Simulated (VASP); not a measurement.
Write the native input for VASP 6.6.1 that does the following.

| Property | Result |
| --- | --- |
| Task | single point |
| Functional | r2SCAN |
| Potentials or basis | VASP PAW PBE potentials, release 64 (Au) |
| Cutoff | 520 eV |
| k mesh | 13 × 13 × 13 |
| Occupations | fermi-dirac, width 0.1 eV |
| Spin | no spin polarisation |
| Dipole correction | no |
| Further INCAR settings | ALGO = Normal; EDIFF = 1e-06; NBANDS = 12 |

The system is Au.

```
CELL_PARAMETERS angstrom
2.64509 0.00000 0.00000
0.00000 2.64509 0.00000
0.00000 0.00000 2.64509
ATOMIC_POSITIONS crystal
Au 0.00000 0.00000 0.00000
```

This cell differs from its parent crystal: volume scaled by 0.92.

One way to write it, as run:

POSCAR

```
Au
1.0
    2.6450919212      0.0000000000      0.0000000000
    0.0000000000      2.6450919212      0.0000000000
    0.0000000000      0.0000000000      2.6450919212
Au
1
Direct
    0.0000000000      0.0000000000      0.0000000000
```

INCAR.step1

```
PREC = Accurate
ENCUT = 520
ISMEAR = -1
SIGMA = 0.1
LREAL = F
LASPH = T
NELM = 80
NBANDS = 12
GGA = PE
ALGO = Normal
EDIFF = 1E-4
LWAVE = T
LCHARG = F
```

INCAR.step2

```
PREC = Accurate
ENCUT = 520
EDIFF = 1E-6
ISMEAR = -1
SIGMA = 0.1
LREAL = F
LASPH = T
NELM = 80
ALGO = Normal
ISIF = 2
LWAVE = F
LCHARG = F
METAGGA = R2SCAN
LMIXTAU = T
NBANDS = 12
ISTART = 1
```

KPOINTS

```
Automatic mesh
0
Gamma
  13 13 13
```

Potentials or basis: VASP PAW PBE potentials, release 64 (Au).

Command:

```bash
$ cat potpaw_PBE.64/Au/POTCAR > POTCAR
$ cp INCAR.step1 INCAR
$ mpirun -np 1 vasp_std > vasp.out
$ cp INCAR.step2 INCAR
$ mpirun -np 1 vasp_std > vasp.out
```

It gave:

```json
{
 "Pressure": "13.3 GPa"
}
```

Caveat: the PAW data sets were made with another functional, which shifts forces and pressure a little.

Run time: 43 s on 1 thread of Intel Xeon 6975P-C, with other jobs on the host, peak memory 0.14 GiB.
